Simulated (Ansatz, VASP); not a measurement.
**Na: VASP beside Ansatz**

The input INCAR:

```
SYSTEM = Na
  PREC = Accurate
  ENCUT = 520
  EDIFF = 1E-6
  ISMEAR = -1
  SIGMA = 0.05
  LREAL = .False.
  LASPH = .True.
  NELM = 100
  ALGO = Normal
  ISIF = 2
  LWAVE = .False.
  LCHARG = .False.
  GGA = PS
  NBANDS = 14
```

KPOINTS

```
regular mesh
0
Gamma
  13 13 7
  0 0 0
```

POSCAR

```
Na
1.0
    3.7670009976     -0.0376700100     -0.0376700100
   -1.9161236844      3.2811535650     -0.0137881806
   -0.0615400000     -0.0615400000      6.1540000000
Na
2
Direct
    0.3333333333      0.6666666667      0.2500000000
    0.6666666667      0.3333333333      0.7500000000
```

Input for Ansatz:

```yaml
crystal:
  lattice:
    - [3.7670009976, -0.03767001, -0.03767001]
    - [-1.9161236844, 3.281153565, -0.0137881806]
    - [-0.06154, -0.06154, 6.154]
  atoms:
    - { symbol: Na, position: [0.3333333333, 0.6666666667, 0.25] }
    - { symbol: Na, position: [0.6666666667, 0.3333333333, 0.75] }
kpoints:
  mp_grid: { grid: [13, 13, 7] }
  band_path:
    path:
      - [0.0, 0.0, 0.0]
      - [0.0, 0.0, 0.5]
      - [-0.5, 0.5, 0.0]
      - [0.0, 0.0, 0.0]
      - [0.0, -0.5, 0.0]
      - [-0.5, 0.0, 0.5]
      - [0.0, 0.0, 0.0]
      - [-0.5, 0.0, 0.0]
      - [0.0, -0.5, 0.5]
    npoints: 5
scf:
  occupations: { method: fermi_dirac, width: 0.05 }
hamiltonian:
  xc: pbesol
  pseudopotentials: { kind: all_electron, lapw: { basis_error: 0.00025 } }
output:
  forces: true
  stress: true
  eigenvalues: true
```

Change from the starting cell: equal xy, yz and zx shear strains of -2 %.

Alike in both runs: task single point; functional PBEsol; k mesh 13 × 13 × 7; occupations fermi-dirac, width 0.05 eV; no spin polarisation.

|  | VASP | Ansatz |
| --- | --- | --- |
| version | VASP 6.6.1 | Ansatz 0.2.0 |
| potentials or method | VASP PAW PBE potentials, release 64 (Na_pv), cutoff 520 eV | all-electron LAPW, scalar-relativistic |

VASP gave:

| Property | Result |
| --- | --- |
| pressure (GPa) | -0.3 |
| traceless stress, the component that is largest in VASP (GPa) | 0.07 |
| rms of the force components (eV/Å) | 0.005 |

Question: Which values does Ansatz return?

Answer: Pressure (GPa): -0.3; traceless stress, the component that is largest in VASP (GPa): 0.07; rms of the force components (eV/Å): 0.004.

VASP's potentials were made for PBE, not for PBEsol. Atom by atom the forces differ by 0.000 eV/Å (rms over components). Ansatz ran all-electron here, and VASP with PAW potentials.
